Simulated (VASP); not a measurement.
# Bi (R-3m) in VASP: electric field gradients with PBEsol

Aim: the electric field gradients of Bi with PBEsol.

All numbers are computed with VASP 6.6.1; they aren't measurements. Logs are shortened: lines on timing, memory, paths and dates and some standing lists are left out, and cuts for length are marked.

## Step 1: The cell of the first run

The structure is trigonal, space group R-3m (No. 166). Conventional cell: a = 4.525 Å, b = 4.525 Å, c = 11.618 Å, α = 90.00°, β = 90.00°, γ = 120.00°. Within 4.1 Å of Bi (site symmetry 3m) lie 6 Bi at 3.09 to 3.43 Å.

## Step 2: Electric field gradients, PBEsol

The input, INCAR:

```
PREC = Accurate
ENCUT = 520
EDIFF = 1E-8
ISMEAR = -1
SIGMA = 0.15
LREAL = F
LASPH = T
NELM = 60
ALGO = Fast
ISIF = 2
LWAVE = F
LCHARG = F
GGA = PS
LEFG = T
NBANDS = 22
```

The input, KPOINTS:

```
Automatic mesh
0
Gamma
  12 12 12
```

The input, POSCAR:

```
Bi
1.0
    2.2626774989      1.3063574631      3.8727553788
   -2.2626774989      1.3063574631      3.8727553788
    0.0000000000     -2.6127149262      3.8727553788
Bi
2
Direct
    0.2374401407      0.2374401407      0.2374401407
    0.7625598593      0.7625598593      0.7625598593
```

Potentials or basis: VASP PAW PBE potentials, release 64 (Bi_d).

On the command line:

```bash
cat potpaw_PBE.64/Bi_d/POTCAR > POTCAR
mpirun -np 1 vasp_std > vasp.out
```

OUTCAR:

```text
PREC = Accurate
   ENCUT = 520
   EDIFF = 1E-8
   ISMEAR = -1
   LREAL = F
   LASPH = T
   NELM = 60
   ISIF = 2
   GGA = PS

 ion  position               nearest neighbor table
   1  0.237  0.237  0.237-   2 3.09   2 3.09   2 3.09   2 3.43   2 3.43   2 3.43
   2  0.763  0.763  0.763-   1 3.09   1 3.09   1 3.09   1 3.43   1 3.43   1 3.43

  LATTYP: Found a trigonal (rhomboedric) cell.
 ALAT       =     4.6716713829
 COS(alpha) =     0.5308294536

  Lattice vectors:

 A1 = (   2.2626774989,   1.3063574631,   3.8727553788)
 A2 = (  -2.2626774989,   1.3063574631,   3.8727553788)
 A3 = (   0.0000000000,  -2.6127149262,   3.8727553788)

Analysis of symmetry for initial positions (statically):
=====================================================================
 Subroutine PRICEL returns:
 Original cell was already a primitive cell.

 Routine SETGRP: Setting up the symmetry group for a
 trigonal (rhombohedral) supercell.

 Subroutine GETGRP returns: Found 12 space group operations
 (whereof 12 operations were pure point group operations)
 out of a pool of 12 trial point group operations.

The static configuration has the point symmetry D_3d.

Analysis of symmetry for dynamics (positions and initial velocities):
=====================================================================
 Subroutine PRICEL returns:
 Original cell was already a primitive cell.

 Routine SETGRP: Setting up the symmetry group for a
 trigonal (rhombohedral) supercell.

 Subroutine GETGRP returns: Found 12 space group operations
 (whereof 12 operations were pure point group operations)
 out of a pool of 12 trial point group operations.

The dynamic configuration has the point symmetry D_3d.

 Subroutine INISYM returns: Found 12 space group operations
 (whereof 12 operations are pure point group operations),
 and found     1 'primitive' translations

----------------------------------------------------------------------------------------

                                     Primitive cell

  volume of cell :      68.6841

  direct lattice vectors                    reciprocal lattice vectors
     2.262677499  1.306357463  3.872755379     0.220977139  0.127581211  0.086071363
    -2.262677499  1.306357463  3.872755379    -0.220977139  0.127581211  0.086071363
     0.000000000 -2.612714926  3.872755379     0.000000000 -0.255162421  0.086071363

  length of vectors
     4.671671383  4.671671383  4.671671383     0.269288211  0.269288211  0.269288211

  position of ions in fractional coordinates (direct lattice)
     0.237440141  0.237440141  0.237440141
     0.762559859  0.762559859  0.762559859

  ion indices of the primitive-cell ions
   primitive index   ion index
                 1           1
                 2           2

----------------------------------------------------------------------------------------

 KPOINTS: Automatic mesh

Automatic generation of k-mesh.
 Grid dimensions read from file:
 generate k-points for:   12   12   12

 Generating k-lattice:

  Cartesian coordinates                     Fractional coordinates (reciprocal lattice)
     0.018414762  0.010631768  0.007172614     0.083333333 -0.000000000 -0.000000000
    -0.018414762  0.010631768  0.007172614    -0.000000000  0.083333333 -0.000000000
     0.000000000 -0.021263535  0.007172614    -0.000000000 -0.000000000  0.083333333

  Length of vectors
     0.022440684  0.022440684  0.022440684

  Shift w.r.t. Gamma in fractional coordinates (k-lattice)
     0.000000000  0.000000000  0.000000000

 Subroutine IBZKPT returns following result:
 ===========================================

 Found    189 irreducible k-points:

 Following reciprocal coordinates:
            Coordinates               Weight
  0.000000  0.000000  0.000000      1.000000
  0.083333  0.000000 -0.000000      6.000000
  0.166667  0.000000  0.000000      6.000000
  0.250000  0.000000  0.000000      6.000000
  0.333333  0.000000  0.000000      6.000000
  0.416667  0.000000 -0.000000      6.000000
[... 16 lines left out ...]
  0.500000  0.166667  0.000000     12.000000
 -0.416667  0.166667  0.000000     12.000000
 [... further k-points ...]
   k-points           NKPTS =    189   k-points in BZ     NKDIM =    189   number of bands    NBANDS=     22
   number of dos      NEDOS =    301   number of ions     NIONS =      2
   total plane-waves  NPLWV =  46656
   dimension x,y,z NGX =    36 NGY =   36 NGZ =   36
   dimension x,y,z NGXF=    72 NGYF=   72 NGZF=   72
   ions per type =               2
   NGX,Y,Z   is equivalent  to a cutoff of  12.81, 12.81, 12.81 a.u.
   NGXF,Y,Z  is equivalent  to a cutoff of  25.62, 25.62, 25.62 a.u.
 SYSTEM =  unknown system
   PREC   = accura    normal or accurate (medium, high low for compatibility)
   ISTART =      0    job   : 0-new  1-cont  2-samecut
   ICHARG =      2    charge: 1-file 2-atom 10-const
   ISPIN  =      1    spin polarized calculation?
   LNONCOLLINEAR =      F non collinear calculations
   LSORBIT =      F    spin-orbit coupling
   LASPH  =      T    aspherical Exc in radial PAW
   ENCUT  =  520.0 eV  38.22 Ry    6.18 a.u.   8.69  8.69  8.69*2*pi/ulx,y,z
   NELM   =     60;   NELMIN=  2; NELMDL= -5     # of ELM steps
   EDIFF  = 0.1E-07   stopping-criterion for ELM
   LREAL  =      F    real-space projection
   EDIFFG = 0.1E-06   stopping-criterion for IOM
   NSW    =      0    number of steps for IOM
   IBRION =     -1    ionic relax: 0-MD 1-quasi-New 2-CG
   NFREE  =      0    steps in history (QN), initial steepest desc. (CG)
   ISIF   =      2    stress and relaxation
   ISYM   =      2    0-nonsym 1-usesym 2-fastsym
   POTIM  = 0.5000    time-step for ionic-motion
   TEBEG  =    0.0;   TEEND  =   0.0 temperature during run
   PSTRESS=    0.0 pullay stress
   NELECT =      30.0000    total number of electrons
   NUPDOWN=      -1.0000    fix difference up-down
   EMIN   =  10.00;   EMAX   =-10.00  energy-range for DOS
   EFERMI =   0.00;   METHOD = LEGACY
   ISMEAR =    -1;   SIGMA  =   0.15  broadening in eV -4-tet -1-fermi 0-gaus
   EFERMI_NEDOS =   21; number of points for ismear=-14 and -15
   IALGO  =     68    algorithm
   IMIX   =      4    mixing-type and parameters
     AMIX     =   0.40;   BMIX     =  1.00
     AMIX_MAG =   1.60;   BMIX_MAG =  1.00
  volume/ion in A,a.u.               =      34.34       231.75
  Fermi-wavevector in a.u.,A,eV,Ry     =   1.242119  2.347265 20.991884  1.542860
  Thomas-Fermi vector in A             =   2.376487
   LORBIT       =      0    0 simple, 1 ext, 2 COOP (PROOUT), +10 PAW based schemes
   GGA     = PS    functional components
   LHFCALC =     F    Hartree Fock is set to
   AEXX    =    0.0000 exact exchange contribution
   IVDW    =     0    specifies the selected vdW correction
   LEPSILON=     F    determine dielectric tensor
   LRPA    =     F    only Hartree local field effects (RPA)
 non-spin polarized calculation
 RMM-DIIS sequential band-by-band and
  energy-cutoff  :      520.00
  volume of cell :       68.68
 maximum number of plane-waves:      1874
   NGX = 17   NGY = 17   NGZ = 17

 number of electron      30.0000002 magnetization

 Free energy of the ion-electron system (eV)
  ---------------------------------------------------
  ext. energy  EPLUGINS =         0.00000000
  ---------------------------------------------------
  free energy    TOTEN  =        -8.62013700 eV

  energy without entropy =       -8.57684645  energy(sigma->0) =       -8.59849173

 E-fermi :   6.4746     XC(G=0):  -9.8249

 val. band max:        6.4145601732   @ k =   0.4167   0.0833   0.0833
 cond. band min:       6.4962382549   @ k =   0.4167   0.0000  -0.0000
 fundamental gap:      0.0816780817
 Fermi energy:         6.4746246834

 k-point     1 :       0.0000    0.0000    0.0000
  band No.  band energies     occupation
      1     -16.4455      2.00000
      2     -16.4455      2.00000
      3     -16.2877      2.00000
      4     -16.2877      2.00000
      5     -16.2788      2.00000
      6     -16.0958      2.00000
[... 14 lines left out ...]
     21      12.0909      0.00000
     22      12.6140      0.00000

 k-point     2 :       0.0833    0.0000   -0.0000
  band No.  band energies     occupation
      1     -16.4393      2.00000
      2     -16.4384      2.00000
      3     -16.2850      2.00000
      4     -16.2838      2.00000
      5     -16.2752      2.00000
      6     -16.0991      2.00000
[... 542 lines left out ...]
 k-point    24 :      -0.4167    0.1667    0.0000
  band No.  band energies     occupation
      1     -16.3520      2.00000
      2     -16.2555      2.00000
      3     -16.2374      2.00000
      4     -16.2201      2.00000
      5     -16.2004      2.00000
      6     -16.1849      2.00000
[... 14 lines left out ...]
     21      14.4341      0.00000
     22      16.6306      0.00000

 [... further k-points ...]

------------------------ aborting loop because EDIFF is reached ----------------------------------------

  FORCE on cell =-STRESS in cart. coord.  units (eV):
  Direction    XX          YY          ZZ          XY          YZ          ZX
  --------------------------------------------------------------------------------------
  -------------------------------------------------------------------------------------
  Total       -0.0281634     -0.0281634     -0.0298618      0.0000000      0.0000000      0.0000000
  in kB       -0.6569617     -0.6569617     -0.6965785      0.0000000      0.0000000      0.0000000
  external PRESSURE =      -0.6701673 kB  Pullay stress =       0.0000000 kB

 VOLUME and BASIS-vectors are now :
 -----------------------------------------------------------------------------
  energy-cutoff  :      520.00
  volume of cell :       68.68
      direct lattice vectors                 reciprocal lattice vectors
     2.262677499  1.306357463  3.872755379     0.220977139  0.127581211  0.086071363
    -2.262677499  1.306357463  3.872755379    -0.220977139  0.127581211  0.086071363
     0.000000000 -2.612714926  3.872755379     0.000000000 -0.255162421  0.086071363

 POSITION                                       TOTAL-FORCE (eV/Angst)
 -----------------------------------------------------------------------------------
      0.00000      0.00000      2.75864         0.000000      0.000000      0.005455
      0.00000      0.00000      8.85962         0.000000     -0.000000     -0.005455
 -----------------------------------------------------------------------------------
    total drift:                                0.000000      0.000000     -0.000000

  FREE ENERGIE OF THE ION-ELECTRON SYSTEM (eV)
  ---------------------------------------------------
  free  energy   TOTEN  =        -8.6201370042 eV

  energy  without entropy=       -8.5768464488  energy(sigma->0) =       -8.59849173

 Electric field gradients (V/A^2)
---------------------------------------------------------------------
 ion       V_xx      V_yy      V_zz      V_xy      V_xz      V_yz
---------------------------------------------------------------------
   1       7.992     7.992   -15.983    -0.000     0.000    -0.000
   2       7.992     7.992   -15.983    -0.000     0.000    -0.000
---------------------------------------------------------------------

 Electric field gradients after diagonalization (V/A^2)
 (convention: |V_zz| > |V_xx| > |V_yy|)
----------------------------------------------------------------------
 ion       V_xx      V_yy      V_zz     asymmetry (V_yy - V_xx)/ V_zz
----------------------------------------------------------------------
   1       7.992     7.992   -15.983       0.000
   2       7.992     7.992   -15.983       0.000
----------------------------------------------------------------------

           NMR quadrupolar parameters

 Cq : quadrupolar parameter    Cq=e*Q*V_zz/h
 eta: asymmetry parameters     (V_yy - V_xx)/ V_zz
 Q  : nuclear electric quadrupole moment in mb (millibarn)
----------------------------------------------------------------------
 ion       Cq(MHz)       eta       Q (mb)
----------------------------------------------------------------------
   1      -0.039       0.000       1.000
   2      -0.039       0.000       1.000
----------------------------------------------------------------------
```

Wall time 20 min (1 thread of Intel Xeon 8259CL, shared host); peak memory 0.37 GiB.

Results:

- Free energy: -8.6201 eV
- Pressure: -0.1 GPa
- Largest force: 0.005 eV/Å
- Band gap on the k mesh: zero (bands 15 and 16 overlap by 0.22 eV)
- Largest electric field gradient by atom: Bi -16.0 V/Å²

Forces on the atoms (eV/Å):
```
Bi   0.000  0.000  0.005
Bi   0.000  0.000 -0.005
```

Electric field gradients, principal values (V/Å²):
```csv
atom,least,middle,greatest (by size)
1 Bi,7.992,7.992,-15.983
2 Bi,7.992,7.992,-15.983
```

Caveat: without QUAD_EFG the Cq values of the log hold for a quadrupole moment of 1 mb, not for the nuclei; the PAW data sets were made with another functional, which shifts forces and pressure a little; spin-orbit coupling is left out, which moves the levels of the heavy elements.
